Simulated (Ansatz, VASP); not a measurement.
One calculation of Ge, two programs

```
CELL_PARAMETERS angstrom
0.00000 2.15177 2.15177
2.15177 0.00000 2.15177
2.15177 2.15177 0.00000
ATOMIC_POSITIONS crystal
Ge 0.00000 0.00000 0.00000
```

Alike in both runs: functional revPBE; k mesh 13 × 13 × 13; occupations fermi-dirac, width 0.1 eV; no spin polarisation.

Ansatz relaxed the structure, and its values are those at the end. VASP's run is a single point on that final structure, the one shown.

```csv
,VASP,Ansatz
version,VASP 6.6.1,Ansatz 0.2.0
potentials or method,"VASP PAW PBE potentials, release 64 (Ge_d), cutoff 520 eV","plane waves (420 eV) with PAW, scalar-relativistic"
valence electrons in the cell,14,14
```

|  | VASP | Ansatz | Ansatz less VASP |
| --- | --- | --- | --- |
| pressure (GPa) | -0.1 | 0.0 | +0.10 |

VASP's potentials were made for PBE, not for revPBE.
